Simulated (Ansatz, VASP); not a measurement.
Hf2Si: VASP beside Ansatz

```
CELL_PARAMETERS angstrom
-3.27535 3.27535 2.58282
3.27535 -3.27535 2.58282
3.27535 3.27535 -2.58282
ATOMIC_POSITIONS crystal
Hf 0.84322 0.65678 0.50000
Hf 0.34322 0.84322 0.18645
Hf 0.15678 0.34322 0.50000
Hf 0.65678 0.15678 0.81355
Si 0.75000 0.75000 0.00000
Si 0.25000 0.25000 0.00000
```

Alike in both runs: functional PBEsol; k mesh 10 × 10 × 10; occupations gaussian, width 0.1 eV; no spin polarisation.

Ansatz relaxed the structure, and its values are those at the end. VASP's run is a single point on that final structure, the one shown.

```csv
,VASP,Ansatz
version,VASP 6.6.1,Ansatz 0.2.0
potentials or method,"VASP PAW PBE potentials, release 64 (Hf_pv, Si), cutoff 520 eV","scalar-relativistic, plane waves, PAW"
valence electrons in the cell,48,112
```

```csv
,VASP,Ansatz,Ansatz less VASP
gap on the k mesh at the Fermi level (eV),none,none,-
pressure (GPa),-2.6,-2.4,+0.20
rms of the force components (eV/Å),0.004,0.000,-0.0036
```

VASP's potentials were made for PBE, not for PBEsol. A gap of «none» marks a metal or a gap that the smearing closes. VASP's potentials hold 48 valence electrons a cell and Ansatz's 112, so a difference there can come from the potentials and not from the codes. Ansatz's warnings: stress scf threshold loose.

Neither program's run includes spin-orbit coupling.
